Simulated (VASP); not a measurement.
A run of VASP 6.6.1 is set up as follows.

The input POSCAR:

```
F
1.0
    2.5797287871     -1.6451727392      0.2165713253
    2.5797287871      1.6451727392      0.2165713253
   -0.8792564910      0.0000000000      6.5960486077
F
4
Direct
    0.9108172261      0.5902428915      0.0955370333
    0.4097571085      0.0891827739      0.4044629667
    0.0891827739      0.4097571085      0.9044629667
    0.5902428915      0.9108172261      0.5955370333
```

INCAR.step1

```
PREC = Accurate
ENCUT = 520
ISMEAR = 0
SIGMA = 0.1
LREAL = F
LASPH = T
NELM = 100
NBANDS = 22
GGA = PE
ALGO = Normal
EDIFF = 1E-4
LWAVE = T
LCHARG = F
```

INCAR.step2

```
PREC = Accurate
ENCUT = 520
EDIFF = 1E-7
ISMEAR = 0
SIGMA = 0.1
LREAL = F
LASPH = T
NELM = 100
ALGO = Normal
ISIF = 2
LWAVE = F
LCHARG = T
METAGGA = R2SCAN
LMIXTAU = T
LELF = T
LVHAR = T
NBANDS = 22
ISTART = 1
```

The input KPOINTS:

```
regular mesh
0
Gamma
  8 8 4
```

Potentials or basis: VASP PAW PBE potentials, release 64 (F).

The run is started by

```bash
$ cat potpaw_PBE.64/F/POTCAR > POTCAR
$ cp INCAR.step1 INCAR
$ mpirun -np 1 vasp_std > vasp.out
$ cp INCAR.step2 INCAR
$ mpirun -np 1 vasp_std > vasp.out
```

What does it give for the band gap on the k mesh?

3.77 eV.

Estimate the largest force.

0.520 eV/Å.

What does it give for the pressure?

0.7 GPa.

Stress tensor (GPa, compression positive):
```
-0.66  0.00 -0.38
 0.00  0.11  0.00
-0.38  0.00  2.80
```

Caveat: the PAW data sets were made with another functional, which shifts forces and pressure a little. A k mesh can miss the band edges.
